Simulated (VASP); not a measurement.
A run of VASP 6.6.1 is set up as follows.

The input INCAR:

```
SYSTEM = Ca
PREC = Accurate
ENCUT = 520
EDIFF = 1E-6
ISMEAR = 0
SIGMA = 0.15
LREAL = .False.
LASPH = .True.
NELM = 60
ALGO = Fast
ISIF = 2
LWAVE = .False.
LCHARG = .True.
GGA = PS
LELF = .True.
LVHAR = .True.
NBANDS = 11
```

File KPOINTS:

```
Automatic mesh
0
Gamma
  16 16 16
  0 0 0
```

Contents of POSCAR:

```
Ca
1.0
   -2.3296000000      2.3296000000      2.0608000000
    2.3296000000     -2.3296000000      2.0608000000
    2.3296000000      2.3296000000     -2.0608000000
Ca
1
Direct
    0.0000000000      0.0000000000      0.0000000000
```

Potentials or basis: VASP PAW PBE potentials, release 64 (Ca_sv).

Run with:

```sh
$ cat potpaw_PBE.64/Ca_sv/POTCAR > POTCAR
$ mpirun -np 1 vasp_std > vasp.out
```

(1) Predict the band gap on the k mesh.

(2) What does it give for the pressure?

## Answers

(1) zero (band 5 reaches 2.02 eV, above the bottom of band 6 at 1.41 eV).

(2) -1.5 GPa.

Caveat: the cell differs from its parent crystal (strain +0.040 along x and y, -0.080 along z); the PAW data sets were made with another functional, which shifts forces and pressure a little.
